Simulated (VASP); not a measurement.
# Cu2O (Pn-3m) in VASP: further runs, part 3 of 3

VASP 6.6.1. Earlier steps stand in the parts before.

## (7) Relaxation of cell and atoms, r2SCAN+rVV10

This run uses another cell than the first one, of 12.88 Å³/atom.

Input file POSCAR:

```
Cu2O
1.0
    4.2600000000      0.0000000000      0.0000000000
    0.0000000000      4.2600000000      0.0000000000
    0.0000000000      0.0000000000      4.2600000000
Cu O
4 2
Direct
    0.2500000000      0.2500000000      0.2500000000
    0.2500000000      0.7500000000      0.7500000000
    0.7500000000      0.7500000000      0.2500000000
    0.7500000000      0.2500000000      0.7500000000
    0.0000000000      0.0000000000      0.0000000000
    0.5000000000      0.5000000000      0.5000000000
```

Input file INCAR.step1:

```
SYSTEM = Cu2O
ALGO = Normal
EDIFF = 1E-5
EDIFFG = -0.005
ENCUT = 660
GGA = PE
GGA_COMPAT = .FALSE.
IBRION = 2
ISIF = 3
ISMEAR = 0
LASPH = .TRUE.
LCHARG = .FALSE.
LREAL = .FALSE.
LWAVE = .TRUE.
NELM = 120
NELMIN = 4
NSW = 100
PREC = Accurate
SIGMA = 0.02
```

Input file INCAR.step2:

```
SYSTEM = Cu2O
ALGO = Normal
BPARAM = 11.95
CPARAM = 0.0093
EDIFF = 1E-7
EDIFFG = -0.01
ENCUT = 660
GGA_COMPAT = .FALSE.
IBRION = 2
ISIF = 3
ISMEAR = 0
ISTART = 1
IVDW_NL = 2
LASPH = .TRUE.
LCHARG = .FALSE.
LMIXTAU = .TRUE.
LREAL = .FALSE.
LUSE_VDW = .TRUE.
LWAVE = .FALSE.
METAGGA = R2SCAN
NELM = 120
NELMIN = 4
NSW = 80
PREC = Accurate
SIGMA = 0.02
```

Input file KPOINTS:

```
k-points
0
G
  4 4 4
  0 0 0
```

Potentials or basis: VASP PAW PBE potentials, release 64 (Cu, O).

Started as:

```
$ cat potpaw_PBE.64/Cu/POTCAR potpaw_PBE.64/O/POTCAR > POTCAR
$ cp INCAR.step1 INCAR
$ mpirun -np 1 vasp_std > vasp.out
$ cp INCAR.step2 INCAR
$ mpirun -np 1 vasp_std > vasp.out
```

OUTCAR:

```text
SYSTEM = Cu2O
   BPARAM = 11.95
   EDIFF = 1E-7
   EDIFFG = -0.01
   ENCUT = 660
   IBRION = 2
   ISIF = 3
   ISMEAR = 0
   ISTART = 1
   IVDW_NL = 2
   LASPH = .TRUE.
   LREAL = .FALSE.
   METAGGA = R2SCAN
   NELM = 120
   NELMIN = 4
   NSW = 80
   PREC = Accurate

 ion  position               nearest neighbor table
   1  0.250  0.250  0.250-   5 1.84   6 1.84
   2  0.250  0.750  0.750-   5 1.84   6 1.84
   3  0.750  0.750  0.250-   5 1.84   6 1.84
   4  0.750  0.250  0.750-   5 1.84   6 1.84
   5  0.000  0.000  0.000-   1 1.84   2 1.84   3 1.84   4 1.84
   6  0.500  0.500  0.500-   1 1.84   2 1.84   3 1.84   4 1.84

  LATTYP: Found a simple cubic cell.
 ALAT       =     4.2600000000

  Lattice vectors:

 A1 = (   4.2600000000,   0.0000000000,   0.0000000000)
 A2 = (   0.0000000000,   4.2600000000,   0.0000000000)
 A3 = (   0.0000000000,   0.0000000000,   4.2600000000)

Analysis of symmetry for initial positions (statically):
=====================================================================
 Subroutine PRICEL returns:
 Original cell was already a primitive cell.

 Routine SETGRP: Setting up the symmetry group for a
 simple cubic supercell.

 Subroutine GETGRP returns: Found 48 space group operations
 (whereof 24 operations were pure point group operations)
 out of a pool of 48 trial point group operations.

The static configuration has the point symmetry T_d .
 The point group associated with its full space group is O_h .

Analysis of symmetry for dynamics (positions and initial velocities):
=====================================================================
 Subroutine PRICEL returns:
 Original cell was already a primitive cell.

 Routine SETGRP: Setting up the symmetry group for a
 simple cubic supercell.

 Subroutine GETGRP returns: Found 48 space group operations
 (whereof 24 operations were pure point group operations)
 out of a pool of 48 trial point group operations.
[... 102 lines left out ...]
   ISYM   =      2    0-nonsym 1-usesym 2-fastsym
   POTIM  = 0.5000    time-step for ionic-motion
   TEBEG  =    0.0;   TEEND  =   0.0 temperature during run
   PSTRESS=    0.0 pullay stress
   NELECT =      56.0000    total number of electrons
   NUPDOWN=      -1.0000    fix difference up-down
   EMIN   =  10.00;   EMAX   =-10.00  energy-range for DOS
   EFERMI =   0.00;   METHOD = LEGACY
   ISMEAR =     0;   SIGMA  =   0.02  broadening in eV -4-tet -1-fermi 0-gaus
   EFERMI_NEDOS =   21; number of points for ismear=-14 and -15
   IALGO  =     38    algorithm
   IMIX   =      4    mixing-type and parameters
     AMIX     =   0.40;   BMIX     =  1.00
     AMIX_MAG =   1.60;   BMIX_MAG =  1.00
  volume/ion in A,a.u.               =      12.88        86.95
  Fermi-wavevector in a.u.,A,eV,Ry     =   1.470261  2.778391 29.411289  2.161669
  Thomas-Fermi vector in A             =   2.585540
   LORBIT       =      0    0 simple, 1 ext, 2 COOP (PROOUT), +10 PAW based schemes
   METAGGA = R2SCAN    functional components
   LHFCALC =     F    Hartree Fock is set to
   AEXX    =    0.0000 exact exchange contribution
   IVDW_NL    =     2    kernel type
   BPARAM     =11.9500
   IVDW    =     0    specifies the selected vdW correction
   LEPSILON=     F    determine dielectric tensor
   LRPA    =     F    only Hartree local field effects (RPA)
 conjugate gradient relaxation of ions
 non-spin polarized calculation
 Gauss-broadening in eV      SIGMA  =   0.02
  energy-cutoff  :      660.00
  volume of cell :       77.31
 maximum number of plane-waves:      3016
 NGX is ok and might be reduce to    36
   NGX = 17   NGY = 17   NGZ = 17

--------------------------------------- Ionic step        1  -------------------------------------------

 number of electron      55.9999976 magnetization

 Free energy of the ion-electron system (eV)
  ---------------------------------------------------
  ext. energy  EPLUGINS =         0.00000000
  ---------------------------------------------------
  free energy    TOTEN  =       -56.55276198 eV

  energy without entropy =      -56.55276198  energy(sigma->0) =      -56.55276198

------------------------ aborting loop because EDIFF is reached ----------------------------------------

  FORCE on cell =-STRESS in cart. coord.  units (eV):
  Direction    XX          YY          ZZ          XY          YZ          ZX
  --------------------------------------------------------------------------------------
  -------------------------------------------------------------------------------------
  Total       -0.8370368     -0.8370368     -0.8370368      0.0000000     -0.0000000      0.0000000
  in kB      -17.3470773    -17.3470773    -17.3470773      0.0000000     -0.0000000      0.0000000
  external PRESSURE =     -17.3470773 kB  Pullay stress =       0.0000000 kB
[... 67 lines left out ...]
--------------------------------------- Ionic step        3  -------------------------------------------

 number of electron      55.9999997 magnetization

 Free energy of the ion-electron system (eV)
  ---------------------------------------------------
  ext. energy  EPLUGINS =         0.00000000
  ---------------------------------------------------
  free energy    TOTEN  =       -56.55819630 eV

  energy without entropy =      -56.55819630  energy(sigma->0) =      -56.55819630

 E-fermi :   4.8831     XC(G=0): -11.7591

 val. band max:        4.7274897628   @ k =   0.0000   0.0000   0.0000
 cond. band min:       5.5126732325   @ k =   0.0000   0.0000   0.0000
 fundamental gap:      0.7851834698
 Fermi energy:         4.8831314869

 k-point     1 :       0.0000    0.0000    0.0000
  band No.  band energies     occupation
      1     -16.6827      2.00000
      2     -15.9513      2.00000
      3      -2.8478      2.00000
      4      -2.8478      2.00000
      5      -2.8478      2.00000
      6      -0.3673      2.00000
[... 382 lines left out ...]
  FREE ENERGIE OF THE ION-ELECTRON SYSTEM (eV)
  ---------------------------------------------------
  free  energy   TOTEN  =       -56.5581962994 eV

  energy  without entropy=      -56.5581962994  energy(sigma->0) =      -56.55819630

 reached required accuracy - stopping structural energy minimisation
```

OSZICAR.step1:

```text
N       E                     dE             d eps       ncg     rms          rms(c)
DAV:   1     0.567959953159E+03    0.56796E+03   -0.30051E+04   660   0.318E+03
DAV:   2     0.695346529214E+02   -0.49843E+03   -0.48717E+03   660   0.530E+02
DAV:   3    -0.259132419772E+02   -0.95448E+02   -0.92327E+02   972   0.249E+02
[... 26 lines left out ...]
DAV:   4    -0.272846596334E+02    0.41281E-02   -0.12460E-02   978   0.140E+00    0.365E-01
DAV:   5    -0.272829896943E+02    0.16699E-02   -0.85024E-03  1147   0.163E+00    0.192E-01
DAV:   6    -0.272822711340E+02    0.71856E-03   -0.31141E-03  1070   0.782E-01    0.361E-02
DAV:   7    -0.272822833193E+02   -0.12185E-04   -0.34675E-04   789   0.121E-01    0.117E-02
DAV:   8    -0.272822807702E+02    0.25491E-05   -0.16254E-05   526   0.334E-02
   3 F= -.27282281E+02 E0= -.27282281E+02  d E =-.318290E-01
```

It took 15 min on 1 thread of Intel Xeon 8259CL, shared host; peak memory 0.41 GiB.

What came out:

* Free energy: -56.5582 eV
* Relaxed volume: 12.72 Å³/atom
* Relaxed cell: a = 4.242 Å, b = 4.242 Å, c = 4.242 Å, α = 90.00°, β = 90.00°, γ = 90.00°
* Space group after relaxing (to 0.1 Å): Pn-3m (No. 224)
* Energy gained by relaxing: 0.9 meV/atom
* Ionic steps: 3
* Pressure after relaxing: 0.0 GPa
* Band gap on the k mesh: 0.79 eV

The path:
| step | energy change (eV) | largest force (eV/Å) | pressure (GPa) | volume (Å³) |
| --- | --- | --- | --- | --- |
| 1 | 0.0000 | 0.0000 | -1.73 | 77.31 |
| 2 | -0.0038 | 0.0000 | 0.91 | 75.76 |
| 3 | -0.0054 | 0.0000 | -0.04 | 76.31 |

Final structure:
```cif
data_structure
_symmetry_space_group_name_H-M 'P 1'
_symmetry_Int_Tables_number 1
_cell_length_a 4.2415
_cell_length_b 4.2415
_cell_length_c 4.2415
_cell_angle_alpha 90.000
_cell_angle_beta 90.000
_cell_angle_gamma 90.000
_cell_volume 76.31
loop_
_atom_site_label
_atom_site_type_symbol
_atom_site_fract_x
_atom_site_fract_y
_atom_site_fract_z
_atom_site_occupancy
Cu1 Cu 0.25000 0.25000 0.25000 1
Cu2 Cu 0.25000 0.75000 0.75000 1
Cu3 Cu 0.75000 0.75000 0.25000 1
Cu4 Cu 0.75000 0.25000 0.75000 1
O1 O 0.00000 0.00000 0.00000 1
O2 O 0.50000 0.50000 0.50000 1
```

Caveat: the PAW data sets were made with another functional, which shifts forces and pressure a little. r2SCAN opens gaps a little over a GGA but as a rule still falls short of measured ones.

## (8) Summary

```csv
task,level,cell,cutoff (eV),gap on the mesh (eV),pressure (GPa),relaxed volume (Å³/atom)
single point,PBE,"a = 4.300 Å, 6 atoms",600,0.48,0.6,-
single point,r2SCAN+rVV10,"a = 4.231 Å, 6 atoms",660,0.80,1.0,-
relaxation of cell and atoms,PBE+D4,"relaxed from a = 4.260 Å, 6 atoms",600,0.53,-0.1,12.93
relaxation of cell and atoms,PBE+D3(BJ),"relaxed from a = 4.260 Å, 6 atoms",600,0.53,-0.1,12.91
relaxation of cell and atoms,PBE,"relaxed from a = 4.260 Å, 6 atoms",600,0.46,0.0,13.33
relaxation of cell and atoms,r2SCAN+rVV10,"relaxed from a = 4.260 Å, 6 atoms",660,0.79,0.0,12.72
```

Alike in all rows: potentials or basis VASP PAW PBE potentials, release 64 (Cu, O); no spin polarisation; k mesh 4 × 4 × 4; smearing gaussian 0.02 eV.

Caveats: the PAW data sets were made with another functional, which shifts forces and pressure a little (at least some runs).

Absolute energies hang on the potentials; compare differences alone.

## (9) How close it comes

Step 2. Measured gap of Cu2O: 2.17 eV (direct; quoted in “Importance of surface oxygen vacancies for ultrafast hot carrier relaxation and transport in Cu2O”, 2021, arxiv:2103.03167). This calculation gives 0.48 eV (-1.69 eV). So large a miss can be the level of theory's own, or it may mean another phase, state or a wrong row. The value is that of PBE, without temperature or zero-point motion. Semilocal functionals fall short of measured gaps as a rule.
